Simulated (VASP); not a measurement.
# YMn2 (Fd-3m) in VASP: notebook, part 2 of 2

VASP 6.6.1. Earlier steps stand in the parts before.

**3. Relaxation of cell and atoms, PBE**

This run uses another cell than the first one, of 19.41 Å³/atom.

INCAR

```
SYSTEM = YMn2
  PREC = Accurate
  ENCUT = 600
  EDIFF = 1E-6
  ISMEAR = -1
  SIGMA = 0.1
  LREAL = .False.
  LASPH = .True.
  NELM = 60
  ALGO = Normal
  ISIF = 3
  LWAVE = .False.
  LCHARG = .False.
  GGA = PE
  IBRION = 2
  NSW = 60
  EDIFFG = -0.01
```

KPOINTS

```
regular mesh
0
Gamma
  4 4 4
  0 0 0
```

POSCAR

```
YMn2
1.0
    0.0000000000      3.8762610000      3.8762610000
    3.8762610000      0.0000000000      3.8762610000
    3.8762610000      3.8762610000      0.0000000000
Mn Y
4 2
Direct
    0.6250000000      0.6250000000      0.6250000000
    0.1250000000      0.6250000000      0.6250000000
    0.6250000000      0.6250000000      0.1250000000
    0.6250000000      0.1250000000      0.6250000000
    0.0000000000      0.0000000000      0.0000000000
    0.2500000000      0.2500000000      0.2500000000
```

Potentials or basis: VASP PAW PBE potentials, release 64 (Mn_pv, Y_sv).

Launch:

```
> cat potpaw_PBE.64/Mn_pv/POTCAR potpaw_PBE.64/Y_sv/POTCAR > POTCAR
> mpirun -np 1 vasp_std > vasp.out
```

OUTCAR:

```text
SYSTEM = YMn2
   PREC = Accurate
   ENCUT = 600
   EDIFF = 1E-6
   ISMEAR = -1
   LREAL = .False.
   LASPH = .True.
   NELM = 60
   ISIF = 3
   GGA = PE
   IBRION = 2
   NSW = 60
   EDIFFG = -0.01

 ion  position               nearest neighbor table
   1  0.625  0.625  0.625-   2 2.74   3 2.74   4 2.74   3 2.74   4 2.74   2 2.74   6 3.21   5 3.21
                             6 3.21   5 3.21   6 3.21   5 3.21
   2  0.125  0.625  0.625-   1 2.74   3 2.74   4 2.74   1 2.74   3 2.74   4 2.74   5 3.21   6 3.21
                             5 3.21   5 3.21   6 3.21   6 3.21
   3  0.625  0.625  0.125-   1 2.74   1 2.74   2 2.74   4 2.74   4 2.74   2 2.74   6 3.21   5 3.21
                             6 3.21   5 3.21   6 3.21   5 3.21
   4  0.625  0.125  0.625-   1 2.74   3 2.74   1 2.74   2 2.74   3 2.74   2 2.74   5 3.21   6 3.21
                             5 3.21   6 3.21   6 3.21   5 3.21
   5  0.000  0.000  0.000-   1 3.21   3 3.21   4 3.21   1 3.21   2 3.21   3 3.21   1 3.21   2 3.21
                             4 3.21   2 3.21   3 3.21   4 3.21   6 3.36   6 3.36   6 3.36   6 3.36
   6  0.250  0.250  0.250-   2 3.21   3 3.21   4 3.21   1 3.21   2 3.21   4 3.21   1 3.21   2 3.21
                             3 3.21   1 3.21   3 3.21   4 3.21   5 3.36   5 3.36   5 3.36   5 3.36

  LATTYP: Found a face centered cubic cell.
 ALAT       =     7.7525220000

  Lattice vectors:

 A1 = (   0.0000000000,   3.8762610000,   3.8762610000)
 A2 = (   3.8762610000,   0.0000000000,   3.8762610000)
 A3 = (   3.8762610000,   3.8762610000,   0.0000000000)

Analysis of symmetry for initial positions (statically):
=====================================================================
 Subroutine PRICEL returns:
 Original cell was already a primitive cell.

 Routine SETGRP: Setting up the symmetry group for a
 face centered cubic supercell.

 Subroutine GETGRP returns: Found 48 space group operations
 (whereof 24 operations were pure point group operations)
 out of a pool of 48 trial point group operations.

The static configuration has the point symmetry T_d .
 The point group associated with its full space group is O_h .

Analysis of symmetry for dynamics (positions and initial velocities):
=====================================================================
 Subroutine PRICEL returns:
 Original cell was already a primitive cell.

 Routine SETGRP: Setting up the symmetry group for a
 face centered cubic supercell.

 Subroutine GETGRP returns: Found 48 space group operations
 (whereof 24 operations were pure point group operations)
 out of a pool of 48 trial point group operations.

The dynamic configuration has the point symmetry T_d .
 The point group associated with its full space group is O_h .

 Subroutine INISYM returns: Found 48 space group operations
 (whereof 24 operations are pure point group operations),
 and found     1 'primitive' translations

----------------------------------------------------------------------------------------

                                     Primitive cell

  volume of cell :     116.4847

  direct lattice vectors                    reciprocal lattice vectors
     0.000000000  3.876261000  3.876261000    -0.128990282  0.128990282  0.128990282
     3.876261000  0.000000000  3.876261000     0.128990282 -0.128990282  0.128990282
     3.876261000  3.876261000  0.000000000     0.128990282  0.128990282 -0.128990282

  length of vectors
     5.481860877  5.481860877  5.481860877     0.223417722  0.223417722  0.223417722

  position of ions in fractional coordinates (direct lattice)
     0.625000000  0.625000000  0.625000000
     0.125000000  0.625000000  0.625000000
     0.625000000  0.625000000  0.125000000
     0.625000000  0.125000000  0.625000000
     0.000000000  0.000000000  0.000000000
[... 33 lines left out ...]
 ===========================================

 Found      8 irreducible k-points:

 Following reciprocal coordinates:
            Coordinates               Weight
  0.000000  0.000000  0.000000      1.000000
  0.250000  0.000000  0.000000      8.000000
  0.500000  0.000000  0.000000      4.000000
  0.250000  0.250000  0.000000      6.000000
  0.500000  0.250000  0.000000     24.000000
 -0.250000  0.250000  0.000000     12.000000
  0.500000  0.500000  0.000000      3.000000
 -0.250000  0.500000  0.250000      6.000000
   k-points           NKPTS =      8   k-points in BZ     NKDIM =      8   number of bands    NBANDS=     44
   number of dos      NEDOS =    301   number of ions     NIONS =      6
   total plane-waves  NPLWV = 110592
   dimension x,y,z NGX =    48 NGY =   48 NGZ =   48
   dimension x,y,z NGXF=    96 NGYF=   96 NGZF=   96
   ions per type =               4   2
   NGX,Y,Z   is equivalent  to a cutoff of  14.56, 14.56, 14.56 a.u.
   NGXF,Y,Z  is equivalent  to a cutoff of  29.11, 29.11, 29.11 a.u.
 SYSTEM =  YMn2
   PREC   = accura    normal or accurate (medium, high low for compatibility)
   ISTART =      0    job   : 0-new  1-cont  2-samecut
   ICHARG =      2    charge: 1-file 2-atom 10-const
   ISPIN  =      1    spin polarized calculation?
   LNONCOLLINEAR =      F non collinear calculations
   LSORBIT =      F    spin-orbit coupling
   LASPH  =      T    aspherical Exc in radial PAW
   ENCUT  =  600.0 eV  44.10 Ry    6.64 a.u.  10.95 10.95 10.95*2*pi/ulx,y,z
   NELM   =     60;   NELMIN=  2; NELMDL= -5     # of ELM steps
   EDIFF  = 0.1E-05   stopping-criterion for ELM
   LREAL  =      F    real-space projection
   EDIFFG = -.1E-01   stopping-criterion for IOM
   NSW    =     60    number of steps for IOM
   IBRION =      2    ionic relax: 0-MD 1-quasi-New 2-CG
   NFREE  =      1    steps in history (QN), initial steepest desc. (CG)
   ISIF   =      3    stress and relaxation
   ISYM   =      2    0-nonsym 1-usesym 2-fastsym
   POTIM  = 0.5000    time-step for ionic-motion
   TEBEG  =    0.0;   TEEND  =   0.0 temperature during run
   PSTRESS=    0.0 pullay stress
   NELECT =      74.0000    total number of electrons
   NUPDOWN=      -1.0000    fix difference up-down
   EMIN   =  10.00;   EMAX   =-10.00  energy-range for DOS
   EFERMI =   0.00;   METHOD = LEGACY
   ISMEAR =    -1;   SIGMA  =   0.10  broadening in eV -4-tet -1-fermi 0-gaus
   EFERMI_NEDOS =   21; number of points for ismear=-14 and -15
   IALGO  =     38    algorithm
   IMIX   =      4    mixing-type and parameters
     AMIX     =   0.40;   BMIX     =  1.00
     AMIX_MAG =   1.60;   BMIX_MAG =  1.00
  volume/ion in A,a.u.               =      19.41       131.01
  Fermi-wavevector in a.u.,A,eV,Ry     =   1.407329  2.659467 26.947369  1.980576
  Thomas-Fermi vector in A             =   2.529599
   LORBIT       =      0    0 simple, 1 ext, 2 COOP (PROOUT), +10 PAW based schemes
   GGA     = PE    functional components
   LHFCALC =     F    Hartree Fock is set to
   AEXX    =    0.0000 exact exchange contribution
   IVDW    =     0    specifies the selected vdW correction
   LEPSILON=     F    determine dielectric tensor
   LRPA    =     F    only Hartree local field effects (RPA)
 conjugate gradient relaxation of ions
 non-spin polarized calculation
  energy-cutoff  :      600.00
  volume of cell :      116.48
 maximum number of plane-waves:      3897
 NGX is ok and might be reduce to    48
   NGX = 21   NGY = 21   NGZ = 21

--------------------------------------- Ionic step        1  -------------------------------------------

 number of electron      73.9999988 magnetization

 Free energy of the ion-electron system (eV)
  ---------------------------------------------------
  ext. energy  EPLUGINS =         0.00000000
  ---------------------------------------------------
  free energy    TOTEN  =       -46.46481984 eV

  energy without entropy =      -46.06654526  energy(sigma->0) =      -46.26568255

------------------------ aborting loop because EDIFF is reached ----------------------------------------

  FORCE on cell =-STRESS in cart. coord.  units (eV):
  Direction    XX          YY          ZZ          XY          YZ          ZX
  --------------------------------------------------------------------------------------
  -------------------------------------------------------------------------------------
  Total      -13.7940162    -13.7940162    -13.7940162      0.0000000      0.0000000      0.0000000
  in kB     -189.7283736   -189.7283736   -189.7283736      0.0000000      0.0000000      0.0000000
  external PRESSURE =    -189.7283736 kB  Pullay stress =       0.0000000 kB
[... 147 lines left out ...]
--------------------------------------- Ionic step        5  -------------------------------------------

 number of electron      74.0000011 magnetization

 Free energy of the ion-electron system (eV)
  ---------------------------------------------------
  ext. energy  EPLUGINS =         0.00000000
  ---------------------------------------------------
  free energy    TOTEN  =       -48.05007510 eV

  energy without entropy =      -47.71546536  energy(sigma->0) =      -47.88277023

 E-fermi :   6.7589     XC(G=0): -12.1701

 val. band max:        6.7307338144   @ k =   0.5000   0.2500   0.0000
 cond. band min:       6.7975903930   @ k =  -0.2500   0.5000   0.2500
 fundamental gap:      0.0668565786
 Fermi energy:         6.7588699864

 k-point     1 :       0.0000    0.0000    0.0000
  band No.  band energies     occupation
      1     -41.3959      2.00000
      2     -41.1008      2.00000
      3     -41.1008      2.00000
      4     -41.1008      2.00000
      5     -40.9805      2.00000
      6     -40.9805      2.00000
[... 398 lines left out ...]
  FREE ENERGIE OF THE ION-ELECTRON SYSTEM (eV)
  ---------------------------------------------------
  free  energy   TOTEN  =       -48.0500751001 eV

  energy  without entropy=      -47.7154653632  energy(sigma->0) =      -47.88277023

 reached required accuracy - stopping structural energy minimisation
```

It took 9.1 min on 1 thread of Intel Xeon Platinum 8259CL at 2.50GHz (Skylake/Cascade Lake), shared host; peak memory 0.38 GiB.

Results:

```
Free energy                           : -48.0501 eV
Relaxed volume                        : 15.71 Å³/atom
Relaxed cell                          : a = 5.108 Å, b = 5.108 Å, c = 5.108 Å, α = 60.00°, β = 60.00°, γ = 60.00°
Space group after relaxing (to 0.1 Å) : Fd-3m (No. 227)
Energy gained by relaxing             : 264.2 meV/atom
Ionic steps                           : 5
Pressure after relaxing               : -0.1 GPa
Band gap on the k mesh                : zero (bands 37 and 38 overlap by 1.11 eV)
```

Step by step:
```
step  energy change (eV)  largest force (eV/Å)  pressure (GPa)  volume (Å³)
   1              0.0000                0.0000          -18.97       116.48
   2             -0.7022                0.0000           25.80        81.87
   3             -1.5848                0.0000           -0.50        94.50
   4             -1.5852                0.0000            0.13        94.10
   5             -1.5853                0.0000           -0.09        94.25
```

Final structure:
```yaml
crystal:
  lattice:
    - [0.00000, 3.61206, 3.61206]
    - [3.61206, 0.00000, 3.61206]
    - [3.61206, 3.61206, 0.00000]
  atoms:
    - { symbol: Mn, position: [0.62500, 0.62500, 0.62500] }
    - { symbol: Mn, position: [0.12500, 0.62500, 0.62500] }
    - { symbol: Mn, position: [0.62500, 0.62500, 0.12500] }
    - { symbol: Mn, position: [0.62500, 0.12500, 0.62500] }
    - { symbol: Y, position: [0.00000, 0.00000, 0.00000] }
    - { symbol: Y, position: [0.25000, 0.25000, 0.25000] }
```

Caveat: the volume moved by over 15 % at a fixed basis, so the end points are rough; the run has no spin polarisation, though such a crystal can be magnetic. Spin polarisation is off, so any magnetic state and its effect on volume and gap are missing.
